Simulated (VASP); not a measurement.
Runs of VASP 6.6.1 on KI. The structure is that of space group Pm-3m (No. 221), or close to it. The cells are those of the table. 

```tsv
task	level	spin	cell	k mesh	cutoff (eV)	smearing	grid for exact exchange (PRECFOCK)	share of exact exchange	screening parameter	gap on the mesh (eV)	pressure (GPa)
single point	HSE06	non-collinear, zero start, SOC	a = 4.291 Å, 2 atoms	4 × 4 × 4	520	gaussian 0.01 eV	Normal	0.25	0.2079 1/Å	-	(a)
relaxation of cell and atoms	HSE06	off	relaxed from a = 4.291 Å, 2 atoms	4 × 4 × 4	600	fermi-dirac 0.02 eV	Normal	0.25	0.2079 1/Å	4.24	0.0
single point	HSE06	off	a = 4.321 Å, 2 atoms	4 × 4 × 4	520	fermi-dirac 0.02 eV	Normal	0.25	0.2079 1/Å	4.24	0.0
dielectric tensor	r2SCAN	off	a = 4.291 Å, 2 atoms	6 × 6 × 6	520	gaussian 0.01 eV	-	-	-	4.04	-
single point	r2SCANh	off	a = 4.291 Å, 2 atoms	4 × 4 × 4	520	gaussian 0.01 eV	Normal	0.1	-	4.58	0.0
```

Alike in all rows: potentials or basis VASP PAW PBE potentials, release 64 (K_sv, I).

Estimate the missing entries.

(a) 0.3.

Caveats: some runs use coarse meshes; the PAW data sets were made with another functional, which shifts forces and pressure a little; spin-orbit coupling is left out, which moves the levels of the heavy elements (at least some runs).

A k mesh can miss the band edges, and rows without SOC leave out spin-orbit coupling on I.
